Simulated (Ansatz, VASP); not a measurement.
**Two plane-wave programs on BaTi2Cr2**

The input INCAR:

```
  PREC = Accurate
  ENCUT = 520
  EDIFF = 1E-7
  ISMEAR = -1
  SIGMA = 0.1
  LREAL = F
  LASPH = T
  NELM = 60
  ALGO = Normal
  ISIF = 2
  LWAVE = F
  LCHARG = F
  GGA = CA
  NBANDS = 37
```

The input KPOINTS:

```
Automatic mesh
0
Gamma
  9 9 9
```

The input POSCAR:

```
BaTi2Cr2
1.0
    0.0000000000      3.9570900400      0.0000000000
    3.9570900400      0.0000000000      0.0000000000
    1.9785450200      1.9785450200     -6.4012327700
Ba Ti Cr
1 2 2
Direct
    0.0000000000      0.0000000000      0.0000000000
    0.3570000000      0.3570000000      0.2860000000
    0.6430000000      0.6430000000      0.7140000000
    0.7500000000      0.2500000000      0.5000000000
    0.2500000000      0.7500000000      0.5000000000
```

Input for Ansatz:

```yaml
crystal:
  lattice:
    - [0.0, 3.95709004, 0.0]
    - [3.95709004, 0.0, 0.0]
    - [1.97854502, 1.97854502, -6.40123277]
  atoms:
    - { symbol: Ba, position: [0.0, 0.0, 0.0] }
    - { symbol: Ti, position: [0.357, 0.357, 0.286] }
    - { symbol: Ti, position: [0.643, 0.643, 0.714] }
    - { symbol: Cr, position: [0.75, 0.25, 0.5] }
    - { symbol: Cr, position: [0.25, 0.75, 0.5] }
  symmetry: { tolerance: 0.0003 }
kpoints:
  mp_grid: { grid: [9, 9, 9], shift: [0, 0, 0] }
  band_path:
    path:
      - [0.0, 0.0, 0.0]
      - [0.5, 0.5, 0.5]
      - [0.5, 0.5, 0.25]
      - [0.0, 0.5, 0.0]
      - [0.0, 0.0, 0.0]
      - [0.0, 0.0, -0.5]
      - [0.0, 0.45223227, -0.27388387]
      - [0.0, 0.54776773, 0.27388387]
      - [0.0, 0.0, 0.0]
      - [0.5, 0.5, 0.5]
      - [0.45223227, 0.54776773, 0.5]
    npoints: 14
magnetization:
  spin_polarized: false
scf:
  occupations: { method: fermi_dirac }
  lower_state_search: "off"
  max_iter: 200
hamiltonian:
  pseudopotentials: { kind: paw }
  xc: lda
basis:
  ecutwfc: 420
  fft_grid_basis: typed
output:
  forces: true
  stress: true
  eigenvalues: true
  bader: true
  populations: true
  elf: true
  write_potential: true
  volumetric_format: npy
  dos:
    e_range: [-12, 8]
    de: 0.05
    projected: { site_lists: { Ba: [Ba], Cr: [Cr], Ti: [Ti] } }
  write_density: true
checkpoint:
  read: saved_state
```

Alike in both runs: task single point; functional LDA; k mesh 9 × 9 × 9; no spin polarisation.

|  | VASP | Ansatz |
| --- | --- | --- |
| version | VASP 6.6.1 | Ansatz 0.2.0 |
| potentials or method | VASP PAW LDA potentials, release 64 (Ba_sv, Ti_sv, Cr_pv), cutoff 520 eV | PAW plane waves |
| occupations | fermi-dirac, width 0.1 eV | fermi-dirac |
| valence electrons in the cell | 58 | 62 |

|  | VASP | Ansatz | Ansatz less VASP |
| --- | --- | --- | --- |
| pressure (GPa) | -2.5 | -3.0 | -0.45 |
| traceless stress, the component that is largest in VASP (GPa) | 1.94 | 1.90 | -0.038 |
| rms of the force components (eV/Å) | 0.028 | 0.039 | +0.0113 |

LDA's correlation is that of Perdew and Zunger in VASP and of Perdew and Wang (1992) in Ansatz. Atom by atom the forces differ by 0.011 eV/Å (rms over components). VASP's potentials hold 58 valence electrons a cell and Ansatz's 62, so a difference there can come from the potentials and not from the codes.

Spin-orbit coupling is off throughout.
